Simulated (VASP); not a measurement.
# Na3Ti2O (P6/mmm) in VASP: notebook

Na3Ti2O is run at these levels: PBE; tasks: single point, relaxation of cell and atoms.

All numbers are computed with VASP 6.6.1; they aren't measurements. Logs are shortened: lines on timing, memory, paths and dates and some standing lists are left out, and cuts for length are marked.

**1. The cell of the first run**

The structure is hexagonal, space group P6/mmm (No. 191). Conventional cell: a = 6.685 Å, b = 6.685 Å, c = 5.727 Å, α = 90.00°, β = 90.00°, γ = 120.00°. Within 4.5 Å of Na (site symmetry mmm) lie 4 Na at 3.34 Å and 4 Ti at 3.50 Å and 4 O at 4.40 Å. Ti (site symmetry 6mm) has 1 O at 1.83 Å and 1 Ti at 2.07 Å within 2.4 Å. Within 2.4 Å of O (site symmetry 6/mmm) lie 2 Ti at 1.83 Å.

The cell was generated, and may not be a known phase.

**2. Single point, PBE**

INCAR

```
ALGO = Normal ; EDIFF = 1E-6
ENCUT = 520 ; GGA = PE
ISIF = 2 ; ISMEAR = 0
LASPH = T ; LCHARG = F
LREAL = F ; LWAVE = F
NBANDS = 34 ; NELM = 60
PREC = Accurate ; SIGMA = 0.1
```

KPOINTS

```
k-points
0
Gamma
  6 6 8
```

POSCAR

```
Na3Ti2O
1.0
    6.6848761761      0.0000000000      0.0000000000
   -3.3424380881      5.7892725897      0.0000000000
    0.0000000000      0.0000000000      5.7265619065
Na Ti O
3 2 1
Direct
    0.5000000000      0.0000000000      0.0000000000
    0.0000000000      0.5000000000      0.0000000000
    0.5000000000      0.5000000000      0.0000000000
    0.0000000000      0.0000000000      0.1810985718
    0.0000000000      0.0000000000      0.8189014282
    0.0000000000      0.0000000000      0.5000000000
```

Potentials or basis: VASP PAW PBE potentials, release 64 (Na_pv, Ti_sv, O).

The run is started by

```sh
> cat potpaw_PBE.64/Na_pv/POTCAR potpaw_PBE.64/Ti_sv/POTCAR potpaw_PBE.64/O/POTCAR > POTCAR
> mpirun -np 1 vasp_std > vasp.out
```

OUTCAR:

```text
EDIFF = 1E-6
   ENCUT = 520
   GGA = PE
   ISIF = 2
   ISMEAR = 0
   LASPH = T
   LREAL = F
   NELM = 60
   PREC = Accurate

 ion  position               nearest neighbor table
   1  0.500  0.000  0.000-
   2  0.000  0.500  0.000-
   3  0.500  0.500  0.000-
   4  0.000  0.000  0.181-   6 1.83   5 2.07
   5  0.000  0.000  0.819-   6 1.83   4 2.07
   6  0.000  0.000  0.500-   4 1.83   5 1.83

  LATTYP: Found a hexagonal cell.
 ALAT       =     6.6848761761
 C/A-ratio  =     0.8566444248

  Lattice vectors:

 A1 = (   6.6848761761,   0.0000000000,   0.0000000000)
 A2 = (  -3.3424380881,   5.7892725897,   0.0000000000)
 A3 = (   0.0000000000,   0.0000000000,   5.7265619065)

Analysis of symmetry for initial positions (statically):
=====================================================================
 Subroutine PRICEL returns:
 Original cell was already a primitive cell.

 Routine SETGRP: Setting up the symmetry group for a
 hexagonal supercell.

 Subroutine GETGRP returns: Found 24 space group operations
 (whereof 24 operations were pure point group operations)
 out of a pool of 24 trial point group operations.

The static configuration has the point symmetry D_6h.

Analysis of symmetry for dynamics (positions and initial velocities):
=====================================================================
 Subroutine PRICEL returns:
 Original cell was already a primitive cell.

 Routine SETGRP: Setting up the symmetry group for a
 hexagonal supercell.

 Subroutine GETGRP returns: Found 24 space group operations
 (whereof 24 operations were pure point group operations)
 out of a pool of 24 trial point group operations.

The dynamic configuration has the point symmetry D_6h.

 Subroutine INISYM returns: Found 24 space group operations
 (whereof 24 operations are pure point group operations),
 and found     1 'primitive' translations

----------------------------------------------------------------------------------------

                                     Primitive cell

  volume of cell :     221.6212

  direct lattice vectors                    reciprocal lattice vectors
     6.684876176  0.000000000  0.000000000     0.149591402  0.086366636  0.000000000
    -3.342438088  5.789272590  0.000000000     0.000000000  0.172733273  0.000000000
     0.000000000  0.000000000  5.726561906     0.000000000  0.000000000  0.174624848

  length of vectors
     6.684876176  6.684876176  5.726561906     0.172733273  0.172733273  0.174624848

  position of ions in fractional coordinates (direct lattice)
     0.500000000  0.000000000  0.000000000
     0.000000000  0.500000000  0.000000000
     0.500000000  0.500000000  0.000000000
     0.000000000  0.000000000  0.181098572
     0.000000000  0.000000000  0.818901428
     0.000000000  0.000000000  0.500000000

  ion indices of the primitive-cell ions
   primitive index   ion index
                 1           1
                 2           2
                 3           3
                 4           4
                 5           5
                 6           6

----------------------------------------------------------------------------------------

 KPOINTS: k-points

Automatic generation of k-mesh.
 Grid dimensions read from file:
 generate k-points for:    6    6    8

 Generating k-lattice:

  Cartesian coordinates                     Fractional coordinates (reciprocal lattice)
     0.024931900  0.014394439  0.000000000     0.166666667  0.000000000  0.000000000
     0.000000000  0.028788879  0.000000000     0.000000000  0.166666667  0.000000000
     0.000000000  0.000000000  0.021828106     0.000000000  0.000000000  0.125000000

  Length of vectors
     0.028788879  0.028788879  0.021828106

  Shift w.r.t. Gamma in fractional coordinates (k-lattice)
     0.000000000  0.000000000  0.000000000

 Subroutine IBZKPT returns following result:
 ===========================================

 Found     35 irreducible k-points:

 Following reciprocal coordinates:
            Coordinates               Weight
  0.000000  0.000000  0.000000      1.000000
  0.166667 -0.000000  0.000000      6.000000
  0.333333  0.000000  0.000000      6.000000
  0.500000  0.000000  0.000000      3.000000
  0.166667  0.166667  0.000000      6.000000
  0.333333  0.166667  0.000000     12.000000
[... 16 lines left out ...]
  0.166667 -0.000000  0.375000     12.000000
  0.333333  0.000000  0.375000     12.000000
 [... further k-points ...]
   k-points           NKPTS =     35   k-points in BZ     NKDIM =     35   number of bands    NBANDS=     34
   number of dos      NEDOS =    301   number of ions     NIONS =      6
   total plane-waves  NPLWV = 120000
   dimension x,y,z NGX =    50 NGY =   50 NGZ =   48
   dimension x,y,z NGXF=   100 NGYF=  100 NGZF=   96
   ions per type =               3   2   1
   NGX,Y,Z   is equivalent  to a cutoff of  12.43, 12.43, 13.93 a.u.
   NGXF,Y,Z  is equivalent  to a cutoff of  24.87, 24.87, 27.87 a.u.
 SYSTEM =  unknown system
   PREC   = accura    normal or accurate (medium, high low for compatibility)
   ISTART =      0    job   : 0-new  1-cont  2-samecut
   ICHARG =      2    charge: 1-file 2-atom 10-const
   ISPIN  =      1    spin polarized calculation?
   LNONCOLLINEAR =      F non collinear calculations
   LSORBIT =      F    spin-orbit coupling
   LASPH  =      T    aspherical Exc in radial PAW
   ENCUT  =  520.0 eV  38.22 Ry    6.18 a.u.  12.43 12.43 10.65*2*pi/ulx,y,z
   NELM   =     60;   NELMIN=  2; NELMDL= -5     # of ELM steps
   EDIFF  = 0.1E-05   stopping-criterion for ELM
   LREAL  =      F    real-space projection
   EDIFFG = 0.1E-04   stopping-criterion for IOM
   NSW    =      0    number of steps for IOM
   IBRION =     -1    ionic relax: 0-MD 1-quasi-New 2-CG
   NFREE  =      0    steps in history (QN), initial steepest desc. (CG)
   ISIF   =      2    stress and relaxation
   ISYM   =      2    0-nonsym 1-usesym 2-fastsym
   POTIM  = 0.5000    time-step for ionic-motion
   TEBEG  =    0.0;   TEEND  =   0.0 temperature during run
   PSTRESS=    0.0 pullay stress
   NELECT =      51.0000    total number of electrons
   NUPDOWN=      -1.0000    fix difference up-down
   EMIN   =  10.00;   EMAX   =-10.00  energy-range for DOS
   EFERMI =   0.00;   METHOD = LEGACY
   ISMEAR =     0;   SIGMA  =   0.10  broadening in eV -4-tet -1-fermi 0-gaus
   EFERMI_NEDOS =   21; number of points for ismear=-14 and -15
   IALGO  =     38    algorithm
   IMIX   =      4    mixing-type and parameters
     AMIX     =   0.40;   BMIX     =  1.00
     AMIX_MAG =   1.60;   BMIX_MAG =  1.00
  volume/ion in A,a.u.               =      36.94       249.26
  Fermi-wavevector in a.u.,A,eV,Ry     =   1.003216  1.895803 13.693479  1.006442
  Thomas-Fermi vector in A             =   2.135753
   LORBIT       =      0    0 simple, 1 ext, 2 COOP (PROOUT), +10 PAW based schemes
   GGA     = PE    functional components
   LHFCALC =     F    Hartree Fock is set to
   AEXX    =    0.0000 exact exchange contribution
   IVDW    =     0    specifies the selected vdW correction
   LEPSILON=     F    determine dielectric tensor
   LRPA    =     F    only Hartree local field effects (RPA)
 non-spin polarized calculation
 Gauss-broadening in eV      SIGMA  =   0.10
  energy-cutoff  :      520.00
  volume of cell :      221.62
 maximum number of plane-waves:      6009
 NGX is ok and might be reduce to    50
   NGX = 25   NGY = 25   NGZ = 21

 number of electron      51.0000006 magnetization

 Free energy of the ion-electron system (eV)
  ---------------------------------------------------
  ext. energy  EPLUGINS =         0.00000000
  ---------------------------------------------------
  free energy    TOTEN  =       -24.26346523 eV

  energy without entropy =      -24.22153604  energy(sigma->0) =      -24.24250064

 E-fermi :   0.6826     XC(G=0):  -6.3561

 val. band max:        0.6815467380   @ k =   0.0000   0.0000   0.5000
 cond. band min:       0.6891821388   @ k =   0.3333   0.1667   0.2500
 fundamental gap:      0.0076354008
 Fermi energy:         0.6826410283

 k-point     1 :       0.0000    0.0000    0.0000
  band No.  band energies     occupation
      1     -56.5777      2.00000
      2     -55.9725      2.00000
      3     -34.0080      2.00000
      4     -32.7086      2.00000
      5     -32.7086      2.00000
      6     -32.3325      2.00000
[... 26 lines left out ...]
     33       3.2218      0.00000
     34       3.2301      0.00000

 k-point     2 :       0.1667   -0.0000    0.0000
  band No.  band energies     occupation
      1     -56.5777      2.00000
      2     -55.9725      2.00000
      3     -34.0080      2.00000
      4     -32.7086      2.00000
      5     -32.7086      2.00000
      6     -32.3325      2.00000
[... 26 lines left out ...]
     33       2.9882      0.00000
     34       3.2512      0.00000

 k-point     3 :       0.3333    0.0000    0.0000
  band No.  band energies     occupation
      1     -56.5777      2.00000
      2     -55.9725      2.00000
      3     -34.0080      2.00000
      4     -32.7086      2.00000
      5     -32.7086      2.00000
      6     -32.3325      2.00000
[... 26 lines left out ...]
     33       2.6863      0.00000
     34       3.1074      0.00000
[... 704 lines left out ...]
 k-point    23 :       0.1667   -0.0000    0.3750
  band No.  band energies     occupation
      1     -56.5759      2.00000
      2     -55.9746      2.00000
      3     -33.9407      2.00000
      4     -32.7056      2.00000
      5     -32.7056      2.00000
      6     -32.3358      2.00000
[... 26 lines left out ...]
     33       3.0762      0.00000
     34       3.6708      0.00000

 k-point    24 :       0.3333    0.0000    0.3750
  band No.  band energies     occupation
      1     -56.5759      2.00000
      2     -55.9746      2.00000
      3     -33.9407      2.00000
      4     -32.7056      2.00000
      5     -32.7056      2.00000
      6     -32.3358      2.00000
[... 26 lines left out ...]
     33       2.6930      0.00000
     34       3.2788      0.00000

 [... further k-points ...]

------------------------ aborting loop because EDIFF is reached ----------------------------------------

  FORCE on cell =-STRESS in cart. coord.  units (eV):
  Direction    XX          YY          ZZ          XY          YZ          ZX
  --------------------------------------------------------------------------------------
  -------------------------------------------------------------------------------------
  Total       -0.0254538     -0.0254538      0.6046002      0.0000000      0.0000000     -0.0000000
  in kB       -0.1840145     -0.1840145      4.3708664      0.0000000      0.0000000     -0.0000000
  external PRESSURE =       1.3342791 kB  Pullay stress =       0.0000000 kB

 VOLUME and BASIS-vectors are now :
 -----------------------------------------------------------------------------
  energy-cutoff  :      520.00
  volume of cell :      221.62
      direct lattice vectors                 reciprocal lattice vectors
     6.684876176  0.000000000  0.000000000     0.149591402  0.086366636  0.000000000
    -3.342438088  5.789272590  0.000000000     0.000000000  0.172733273  0.000000000
     0.000000000  0.000000000  5.726561906     0.000000000  0.000000000  0.174624848

 POSITION                                       TOTAL-FORCE (eV/Angst)
 -----------------------------------------------------------------------------------
      3.34244      0.00000      0.00000         0.000000     -0.000000      0.000000
     -1.67122      2.89464      0.00000         0.000000     -0.000000      0.000000
      1.67122      2.89464      0.00000         0.000000     -0.000000      0.000000
      0.00000      0.00000      1.03707         0.000000      0.000000      0.145136
      0.00000      0.00000      4.68949        -0.000000     -0.000000     -0.145136
      0.00000      0.00000      2.86328         0.000000     -0.000000      0.000000
 -----------------------------------------------------------------------------------
    total drift:                               -0.000000      0.000000     -0.000000

  FREE ENERGIE OF THE ION-ELECTRON SYSTEM (eV)
  ---------------------------------------------------
  free  energy   TOTEN  =       -24.2634652334 eV

  energy  without entropy=      -24.2215360414  energy(sigma->0) =      -24.24250064
```

It took 2.7 min on 1 thread of AMD EPYC 9R45 (Zen 5), shared host; peak memory 0.44 GiB.

Results:

- Free energy: -24.2635 eV
- Pressure: 0.1 GPa
- Largest force: 0.145 eV/Å
- Band gap on the k mesh: zero (an odd number of electrons rules out a gap without spin polarisation)

Forces in eV/Å, atoms in the order of the input:
```
Na   0.000  0.000  0.000
Na   0.000  0.000  0.000
Na   0.000  0.000  0.000
Ti   0.000  0.000  0.145
Ti   0.000  0.000 -0.145
O    0.000  0.000  0.000
```

Stress tensor (GPa, compression positive):
```
-0.02  0.00  0.00
 0.00 -0.02  0.00
 0.00  0.00  0.44
```

Levels at points of the mesh, in eV from the Fermi level:
```csv
k point,band 24,band 25,band 26,band 27,band 28,band 29
"(0.00, 0.00, 0.00)",-0.52,-0.15,-0.15,0.65,1.10,1.56
"(0.50, 0.00, 0.00)",-0.68,-0.35,0.12,0.59,0.80,1.47
"(0.00, 0.00, 0.50)",-1.06,-0.39,0.00,0.00,1.36,1.36
"(0.50, 0.00, 0.50)",-1.12,-0.16,-0.15,0.20,0.49,1.20
```

(Continued in part 2 of 2.)
